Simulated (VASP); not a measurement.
# Zn6O7 in VASP: a series of runs, part 2 of 2

VASP 6.6.1. The steps go on from the part before.

### 3 Single point, PBEsol, collinear spin, zero start

INCAR reads:

```
PREC     = Accurate       # precision mode
ENCUT    = 520            # plane-wave cutoff, eV
EDIFF    = 1E-6           # SCF threshold, eV
ISMEAR   = 0              # smearing method
SIGMA    = 0.02           # smearing width, eV
LREAL    = False          # projectors in reciprocal space
LASPH    = True           # aspherical terms in the spheres
NELM     = 150            # most SCF steps
ALGO     = Normal         # electronic algorithm
ISIF     = 2              # what is computed and relaxed
LWAVE    = False          # write WAVECAR
LCHARG   = True           # write CHGCAR
ISPIN    = 2              # spin polarisation
MAGMOM   = 0 0 0 0 0 0 0 0 0 0 0 0 0 # initial moments
LORBIT   = 11             # projections on sites
GGA      = PS             # functional
LELF     = True           # ELF
LVHAR    = True         
NBANDS   = 73             # bands
```

KPOINTS reads:

```
Automatic mesh
0
Gamma
  2 2 1
```

POSCAR reads:

```
Zn6O7
1.0
    5.6348810000      0.0000000000      0.0000000000
   -2.8174400000      5.4554530000      0.0000000000
    0.0000000000      0.0000000000     17.4682400000
Zn O
6 7
Direct
    0.3333332150      0.0000000000      0.0572468091
    0.3987506531      0.5382799559      0.0628089607
    0.9384790122      0.0775809085      0.1412442238
    0.9086890250      0.5386984362      0.1135589504
    0.4335887432      0.1272491945      0.2124922717
    0.4305897976      0.5882032161      0.2156026595
    0.1739647118      0.6737887761      0.0342125480
    0.1816561223      0.2058846442      0.0516536297
    0.6967018084      0.7147562265      0.1313265675
    0.6703792706      0.1955883407      0.1254802430
    0.1806940895      0.7587173787      0.1960601640
    0.1957411064      0.2571000062      0.2246245186
    0.3829385603      0.8360193003      0.2673083264
```

Potentials or basis: VASP PAW PBE potentials, release 64 (Zn, O).

Run with:

```
> cat potpaw_PBE.64/Zn/POTCAR potpaw_PBE.64/O/POTCAR > POTCAR
> mpirun -np 1 vasp_std > vasp.out
```

OUTCAR:

```text
PREC = Accurate
   ENCUT = 520
   EDIFF = 1E-6
   ISMEAR = 0
   LREAL = False
   LASPH = True
   NELM = 150
   ISIF = 2
   ISPIN = 2
   LORBIT = 11
   GGA = PS

 ion  position               nearest neighbor table
   1  0.333  0.000  0.057-   7 1.82   8 1.82  10 2.09   5 2.81   3 2.88   4 2.91   2 3.02
   2  0.399  0.538  0.063-   8 1.85   7 1.87   9 1.94   6 2.68   4 2.90   4 3.01   1 3.02
   3  0.938  0.078  0.141-  10 1.97   8 1.99  12 1.99   9 2.02   1 2.88   5 2.94   4 2.95
   4  0.909  0.539  0.114-  10 1.92   7 1.93   9 1.97  11 2.09   2 2.90   1 2.91   3 2.95   2 3.01

   5  0.434  0.127  0.212-  12 1.86  13 1.93  10 1.94  11 2.07   1 2.81   6 2.84   3 2.94
   6  0.431  0.588  0.216-  12 1.85  13 1.89   9 1.99  11 2.13   2 2.68   5 2.84
   7  0.174  0.674  0.034-   1 1.82   2 1.87   4 1.93
   8  0.182  0.206  0.052-   1 1.82   2 1.85   3 1.99
   9  0.697  0.715  0.131-   2 1.94   4 1.97   6 1.99   3 2.02
  10  0.670  0.196  0.125-   4 1.92   5 1.94   3 1.97   1 2.09
  11  0.181  0.759  0.196-  13 1.61   5 2.07   4 2.09   6 2.13
  12  0.196  0.257  0.225-   6 1.85   5 1.86   3 1.99
  13  0.383  0.836  0.267-  11 1.61   6 1.89   5 1.93

  LATTYP: Found a base centered orthorhombic cell.
 ALAT       =     5.6348810000
 B/A-ratio  =     1.9363152478
 C/A-ratio  =     3.1000193261

  Lattice vectors:

 A1 = (   2.8174400000,  -5.4554530000,   0.0000000000)
 A2 = (   2.8174410000,   5.4554530000,   0.0000000000)
 A3 = (   0.0000000000,   0.0000000000,  17.4682400000)

Analysis of symmetry for initial positions (statically):
=====================================================================
 Subroutine PRICEL returns:
 Original cell was already a primitive cell.

 Routine SETGRP: Setting up the symmetry group for a
 base centered orthorhombic supercell.

 Subroutine GETGRP returns: Found  1 space group operations
 (whereof  1 operations were pure point group operations)
 out of a pool of  8 trial point group operations.

The static configuration has the point symmetry C_1 .

Analysis of symmetry for dynamics (positions and initial velocities):
=====================================================================
 Subroutine PRICEL returns:
 Original cell was already a primitive cell.

 Routine SETGRP: Setting up the symmetry group for a
 base centered orthorhombic supercell.

 Subroutine GETGRP returns: Found  1 space group operations
 (whereof  1 operations were pure point group operations)
 out of a pool of  8 trial point group operations.

The dynamic configuration has the point symmetry C_1 .

Analysis of structural, dynamic, and magnetic symmetry:
=====================================================================
 Subroutine PRICEL returns:
 Original cell was already a primitive cell.

 Routine SETGRP: Setting up the symmetry group for a
 base centered orthorhombic supercell.

 Subroutine GETGRP returns: Found  1 space group operations
 (whereof  1 operations were pure point group operations)
 out of a pool of  8 trial point group operations.

The overall configuration has the point symmetry C_1 .

 Subroutine INISYM returns: Found  1 space group operations
 (whereof  1 operations are pure point group operations),
 and found     1 'primitive' translations
[... 122 lines left out ...]
   LHFCALC =     F    Hartree Fock is set to
   AEXX    =    0.0000 exact exchange contribution
   IVDW    =     0    specifies the selected vdW correction
   LEPSILON=     F    determine dielectric tensor
   LRPA    =     F    only Hartree local field effects (RPA)
 spin polarized calculation
 Gauss-broadening in eV      SIGMA  =   0.02
  energy-cutoff  :      520.00
  volume of cell :      536.99
 maximum number of plane-waves:     14499
 NGX is ok and might be reduce to    42
   NGX = 21   NGY = 23   NGZ = 65

 number of electron     113.9999985 magnetization       0.0000000

 number of electron     113.9999985 magnetization      -0.0000000

 Free energy of the ion-electron system (eV)
  ---------------------------------------------------
  ext. energy  EPLUGINS =         0.00000000
  ---------------------------------------------------
  free energy    TOTEN  =       -57.69971191 eV

  energy without entropy =      -57.69971191  energy(sigma->0) =      -57.69971191

 E-fermi :  -4.0088     XC(G=0):  -3.7979

 val. band max:       -4.1026320369   @ k =   0.5000   0.0000   0.0000
 cond. band min:      -2.5341143263   @ k =   0.0000   0.0000   0.0000
 fundamental gap:      1.5685177105
 Fermi energy:        -4.0087594004

 spin component 1

 k-point     1 :       0.0000    0.0000    0.0000
  band No.  band energies     occupation
      1     -24.1763      1.00000
      2     -22.0470      1.00000
      3     -21.5971      1.00000
      4     -21.3877      1.00000
      5     -21.0476      1.00000
      6     -20.8913      1.00000
[... 277 lines left out ...]
     68       3.3762      0.00000
     69       3.4461      0.00000
 Fermi energy:        -4.0087594004

 spin component 2

 k-point     1 :       0.0000    0.0000    0.0000
  band No.  band energies     occupation
      1     -24.1763      1.00000
      2     -22.0470      1.00000
      3     -21.5971      1.00000
      4     -21.3877      1.00000
      5     -21.0476      1.00000
      6     -20.8913      1.00000
[... 277 lines left out ...]
     68       3.3762      0.00000
     69       3.4461      0.00000
 [bands above 69 left out]

------------------------ aborting loop because EDIFF is reached ----------------------------------------

  FORCE on cell =-STRESS in cart. coord.  units (eV):
  Direction    XX          YY          ZZ          XY          YZ          ZX
  --------------------------------------------------------------------------------------
  -------------------------------------------------------------------------------------
  Total        2.7023059      4.8773250      0.1918636     -5.8992355     -0.8654354     -1.2116671
  in kB        8.0626976     14.5521634      0.5724512    -17.6011724     -2.5821445     -3.6151737
  external PRESSURE =       7.7291041 kB  Pullay stress =       0.0000000 kB

 VOLUME and BASIS-vectors are now :
 -----------------------------------------------------------------------------
  energy-cutoff  :      520.00
  volume of cell :      536.99
      direct lattice vectors                 reciprocal lattice vectors
     5.634881000  0.000000000  0.000000000     0.177466037  0.091651401  0.000000000
    -2.817440000  5.455453000  0.000000000     0.000000000  0.183302835  0.000000000
     0.000000000  0.000000000 17.468240000     0.000000000  0.000000000  0.057246752

 POSITION                                       TOTAL-FORCE (eV/Angst)
 -----------------------------------------------------------------------------------
      1.87829      0.00000      1.00000         0.491255      0.308448      0.195966
      0.73034      2.93656      1.09716         0.083756      0.021798     -0.037780
      5.06964      0.42324      2.46729         0.023848     -0.028121     -0.003924
      3.60260      2.93884      1.98367        -0.086196      0.036287     -0.058637
      2.08470      0.69420      3.71187        -0.001918      0.064556      0.036068
      0.76910      3.20891      3.76620         0.054429     -0.049863     -0.023699
     -0.91809      3.67582      0.59763        -0.111245      0.024588     -0.085909
      0.44354      1.12319      0.90230        -0.078328     -0.137510     -0.100284
      1.91205      3.89932      2.29404         0.038307      0.020007     -0.015998
      3.22645      1.06702      2.19192        -0.041184     -0.021963     -0.066836
     -1.11945      4.13915      3.42483         0.052723      0.082991      0.093968
      0.37861      1.40260      3.92380        -0.086374     -0.106785      0.013951
     -0.19762      4.56086      4.66941        -0.339071     -0.214434      0.053115
 -----------------------------------------------------------------------------------
    total drift:                                0.000034     -0.002292      0.001087

  FREE ENERGIE OF THE ION-ELECTRON SYSTEM (eV)
  ---------------------------------------------------
  free  energy   TOTEN  =       -57.6997119136 eV

  energy  without entropy=      -57.6997119136  energy(sigma->0) =      -57.69971191

 total charge

# of ion       s       p       d       tot
------------------------------------------
    1        0.538   0.510   9.881  10.929
    2        0.529   0.523   9.889  10.941
    3        0.452   0.469   9.894  10.815
    4        0.480   0.489   9.888  10.857
    5        0.498   0.528   9.907  10.933
    6        0.498   0.518   9.898  10.914
    7        1.555   3.425   0.000   4.980
    8        1.553   3.433   0.000   4.986
    9        1.548   3.424   0.000   4.972
   10        1.547   3.433   0.000   4.979
   11        1.582   3.291   0.000   4.872
   12        1.552   3.412   0.000   4.964
   13        1.588   3.268   0.000   4.856
--------------------------------------------------
tot         13.919  26.722  59.357  99.998

 magnetization (x)

# of ion       s       p       d       tot
------------------------------------------
    1        0.000   0.000   0.000   0.000
    2        0.000   0.000  -0.000   0.000
    3        0.000   0.000  -0.000  -0.000
    4        0.000  -0.000  -0.000  -0.000
    5       -0.000  -0.000  -0.000  -0.000
    6       -0.000   0.000   0.000   0.000
    7        0.000  -0.000   0.000  -0.000
    8        0.000  -0.000   0.000  -0.000
    9        0.000  -0.000   0.000  -0.000
   10       -0.000   0.000   0.000   0.000
   11        0.000   0.000   0.000   0.000
   12       -0.000  -0.000   0.000  -0.000
   13        0.000   0.000   0.000   0.000
--------------------------------------------------
tot          0.000  -0.000  -0.000  -0.000
```

Run time: 20 min. Hardware: 1 thread of Oxide Virtual Turin-like, shared host; peak memory 0.86 GiB.

Results:

* Free energy: -57.6997 eV
* Largest force: 0.612 eV/Å
* Band gap on the k mesh: 1.57 eV
* Net moment: 0.00 μB per cell
* Valence electrons inside the program's atomic spheres: Zn 10.93, 10.94, 10.81, 10.86, 10.91 (each value once); O 4.98, 4.99, 4.97, 4.87, 4.96, 4.86 (each value once)

Forces on the atoms (eV/Å):
```
Zn   0.491  0.308  0.196
Zn   0.084  0.022 -0.038
Zn   0.024 -0.028 -0.004
Zn  -0.086  0.036 -0.059
Zn  -0.002  0.065  0.036
Zn   0.054 -0.050 -0.024
O   -0.111  0.025 -0.086
O   -0.078 -0.138 -0.100
O    0.038  0.020 -0.016
O   -0.041 -0.022 -0.067
O    0.053  0.083  0.094
O   -0.086 -0.107  0.014
O   -0.339 -0.214  0.053
```

Levels at points of the mesh, in eV from the valence-band top:
Spin up:
```csv
k point,band 55,band 56,band 57,band 58,band 59,band 60
"(0.00, 0.00, 0.00)",-0.46,-0.12,0.00,1.57,2.57,3.70
"(0.50, 0.00, 0.00)",-0.46,-0.38,0.00,2.44,3.40,4.10
"(0.50, 0.50, 0.00)",-0.69,-0.20,-0.05,2.44,3.43,3.93
"(0.00, 0.50, 0.00)",-0.53,-0.18,-0.07,2.44,3.31,3.72
```
Spin down:
| k point | band 55 | band 56 | band 57 | band 58 | band 59 | band 60 |
| --- | --- | --- | --- | --- | --- | --- |
| (0.00, 0.00, 0.00) | -0.46 | -0.12 | 0.00 | 1.57 | 2.57 | 3.70 |
| (0.50, 0.00, 0.00) | -0.46 | -0.38 | 0.00 | 2.44 | 3.40 | 4.10 |
| (0.50, 0.50, 0.00) | -0.69 | -0.20 | -0.05 | 2.44 | 3.43 | 3.93 |
| (0.00, 0.50, 0.00) | -0.53 | -0.18 | -0.07 | 2.44 | 3.31 | 3.72 |

Caveat: the k points lie up to 0.63 Å⁻¹ apart; there is no dipole correction, which matters where the two faces differ; the PAW data sets were made with another functional, which shifts forces and pressure a little.

### 4 Single point, PBEsol, collinear spin, zero start

INCAR reads:

```
PREC = Accurate
ENCUT = 520
EDIFF = 1E-6
ISMEAR = 0
SIGMA = 0.02
LREAL = False
LASPH = True
NELM = 150
ALGO = Normal
ISIF = 2
LWAVE = False
LCHARG = False
ISPIN = 2
MAGMOM = 0 0 0 0 0 0 0 0 0 0 0 0 0
LORBIT = 11
GGA = PS
NBANDS = 73
```

KPOINTS is that of step 3.

POSCAR reads:

```
Zn6O7
1.0
    5.6348810000      0.0000000000      0.0000000000
   -2.8174400000      5.4554530000      0.0000000000
    0.0000000000      0.0000000000     17.4682400000
Zn O
6 7
Direct
    0.3333333925      0.0000000000      0.0572467518
    0.3791322862      0.5292326778      0.0588690675
    0.9592179753      0.1018591857      0.1240467271
    0.9169656933      0.6021397307      0.1251416285
    0.3924454825      0.2505876231      0.2178118689
    0.4192941497      0.7675448767      0.1939187920
    0.1531254211      0.6716606302      0.0374726933
    0.1952556176      0.2062528996      0.0319463781
    0.6742142285      0.7590713365      0.1192401753
    0.6785769191      0.2379540251      0.1302613772
    0.1554750726      0.8899556096      0.1871970502
    0.1798105755      0.3935995783      0.1896288350
    0.6670621150      1.1607688674      0.2171440282
```

Run with:

```
> cat potpaw_PBE.64/Zn/POTCAR potpaw_PBE.64/O/POTCAR > POTCAR
> mpirun -np 1 vasp_std > vasp.out
```

It took 16 min on 1 thread of Oxide Virtual Turin-like, shared host; peak memory 0.84 GiB.

It converged, with:

```
Free energy                                           : -56.8246 eV
Largest force                                         : 1.562 eV/Å
Band gap on the k mesh                                : 1.50 eV
Net moment                                            : 0.00 μB per cell
Valence electrons inside the program's atomic spheres : Zn 10.93, 10.96, 10.80, 10.84, 10.87, 10.78; O 4.99, 4.98, 4.88, 4.96, 4.95, 4.85 (each value once)
```

Forces on the atoms (eV/Å):
```
Zn   0.173  0.075  0.114
Zn   0.020  0.100 -0.118
Zn   0.058 -0.216 -0.303
Zn  -0.144 -0.023  0.081
Zn  -1.022 -0.576 -0.024
Zn  -0.557 -0.178 -0.054
O   -0.065 -0.091 -0.141
O   -0.076 -0.082 -0.068
O    0.010  0.017 -0.046
O    0.247 -0.151  0.381
O    0.143  0.024  0.064
O    1.109  0.946  0.560
O    0.105  0.157 -0.445
```

Levels at points of the mesh, in eV from the valence-band top:
Spin up:
```tsv
k point	band 53	band 54	band 55	band 56	band 57	band 58	band 59	band 60	band 61	band 62
(0.00, 0.00, 0.00)	-0.75	-0.60	-0.46	-0.21	0.00	1.50	1.85	3.78	4.75	4.94
(0.50, 0.00, 0.00)	-0.64	-0.60	-0.36	-0.17	-0.02	2.02	2.98	4.15	4.29	4.67
(0.50, 0.50, 0.00)	-1.05	-0.65	-0.55	-0.48	-0.29	1.94	3.34	3.96	4.42	4.67
(0.00, 0.50, 0.00)	-0.82	-0.65	-0.50	-0.41	-0.19	1.97	3.10	3.57	4.56	4.65
```
Spin down:
```tsv
k point	band 55	band 56	band 57	band 58	band 59	band 60
(0.00, 0.00, 0.00)	-0.46	-0.21	0.00	1.50	1.85	3.78
(0.50, 0.00, 0.00)	-0.36	-0.17	-0.02	2.02	2.98	4.15
(0.50, 0.50, 0.00)	-0.55	-0.48	-0.29	1.94	3.34	3.96
(0.00, 0.50, 0.00)	-0.50	-0.41	-0.19	1.97	3.10	3.57
```

Caveat: the k points lie up to 0.63 Å⁻¹ apart; there is no dipole correction, which matters where the two faces differ; the PAW data sets were made with another functional, which shifts forces and pressure a little.

### 5 Single point, PBEsol, collinear spin, zero start

INCAR reads:

```
  ALGO = Normal
  EDIFF = 1E-7
  ENCUT = 520
  GGA = PS
  ISIF = 2
  ISMEAR = 0
  ISPIN = 2
  LASPH = T
  LCHARG = F
  LORBIT = 11
  LREAL = F
  LWAVE = F
  MAGMOM = 0 0 0 0 0 0 0 0 0 0 0 0 0
  NBANDS = 73
  NELM = 150
  PREC = Accurate
  SIGMA = 0.02
```

KPOINTS reads:

```
k-points
0
Gamma
  2 2 1
```

POSCAR reads:

```
Zn6O7
1.0
    5.6348810000      0.0000000000      0.0000000000
   -2.8174400000      5.4554530000      0.0000000000
    0.0000000000      0.0000000000     17.4682400000
Zn O
6 7
Direct
    0.3333333925      0.0000000000      0.0572467518
    0.3916652701      0.5662992606      0.0473867430
    0.9442714146      0.1652990137      0.0785381927
    0.8510441348      0.6389944153      0.1348942996
    0.3393917620      0.2143567179      0.2173870407
    0.4559477934      0.8157084297      0.1932648052
    0.1129803091      0.6623372981      0.0472879924
    0.2515334712      0.2412254308      0.0218094095
    0.6822596059      0.8383542118      0.0855138239
    0.7215943017      0.2734986444      0.1323882658
    0.1595098316      0.8948811400      0.1877506835
    0.4850368076      0.5337958186      0.2016257505
    0.6961116376      1.1724126301      0.2116317958
```

Run with:

```
> cat potpaw_PBE.64/Zn/POTCAR potpaw_PBE.64/O/POTCAR > POTCAR
> mpirun -np 1 vasp_std > vasp.out
```

Wall time 16 min (1 thread of Oxide Virtual Turin-like, shared host); peak memory 0.86 GiB.

The run converged. Its results:

- Free energy: -57.2918 eV
- Largest force: 0.596 eV/Å
- Band gap on the k mesh: 1.56 eV
- Net moment: 0.00 μB per cell
- Valence electrons inside the program's atomic spheres: Zn 10.82, 10.99, 10.92, 10.77, 10.94, 10.89; O 4.95, 5.00, 4.91, 4.98, 4.99, 4.87 (each value once)

Forces on the atoms (eV/Å):
```
Zn  -0.015 -0.418  0.424
Zn  -0.023  0.107 -0.142
Zn  -0.082  0.024 -0.263
Zn  -0.142  0.103  0.087
Zn  -0.082 -0.158 -0.001
Zn   0.013  0.103 -0.049
O   -0.101 -0.016  0.037
O    0.119 -0.052 -0.163
O    0.004  0.100 -0.064
O   -0.096  0.041 -0.198
O   -0.045 -0.075  0.059
O    0.357  0.268  0.100
O    0.092 -0.028  0.173
```

Levels at points of the mesh, in eV from the valence-band top:
Spin up:
| k point | band 53 | band 54 | band 55 | band 56 | band 57 | band 58 | band 59 | band 60 | band 61 | band 62 |
| --- | --- | --- | --- | --- | --- | --- | --- | --- | --- | --- |
| (0.00, 0.00, 0.00) | -0.86 | -0.58 | -0.55 | -0.25 | 0.00 | 1.56 | 2.75 | 4.41 | 4.52 | 5.30 |
| (0.50, 0.00, 0.00) | -0.86 | -0.81 | -0.61 | -0.27 | -0.12 | 3.23 | 3.37 | 4.23 | 4.29 | 5.44 |
| (0.50, 0.50, 0.00) | -0.98 | -0.57 | -0.46 | -0.23 | -0.13 | 3.11 | 3.43 | 4.05 | 4.43 | 5.05 |
| (0.00, 0.50, 0.00) | -0.75 | -0.52 | -0.36 | -0.28 | -0.02 | 3.02 | 3.39 | 3.83 | 4.76 | 4.82 |
Spin down:
```
           k point  band 53  band 54  band 55  band 56  band 57  band 58  band 59  band 60  band 61  band 62
(0.00, 0.00, 0.00)    -0.86    -0.58    -0.55    -0.25     0.00     1.56     2.75     4.41     4.52     5.30
(0.50, 0.00, 0.00)    -0.86    -0.81    -0.61    -0.27    -0.12     3.23     3.37     4.23     4.29     5.44
(0.50, 0.50, 0.00)    -0.98    -0.57    -0.46    -0.23    -0.13     3.11     3.43     4.05     4.43     5.05
(0.00, 0.50, 0.00)    -0.75    -0.52    -0.36    -0.28    -0.02     3.02     3.39     3.83     4.76     4.82
```

Caveat: the k points lie up to 0.63 Å⁻¹ apart; there is no dipole correction, which matters where the two faces differ; the PAW data sets were made with another functional, which shifts forces and pressure a little.

### 6 Summary

```tsv
cell	gap on the mesh (eV)	moment (μB)	largest force (eV/Å)
as given, atomic positions A	1.49	0.00	0.19
as given, atomic positions B	1.57	0.00	0.61
as given, atomic positions C	1.50	0.00	1.56
as given, atomic positions D	1.56	0.00	0.60
```

Alike in all rows: task single point; level PBEsol; potentials or basis VASP PAW PBE potentials, release 64 (Zn, O); spin collinear, zero start; k mesh 2 × 2 × 1; cutoff (eV) 520; smearing gaussian 0.02 eV.

Caveats: all runs use coarse meshes; there is no dipole correction, which matters where the two faces differ; the PAW data sets were made with another functional, which shifts forces and pressure a little.

Absolute energies hang on the potentials; compare differences alone.
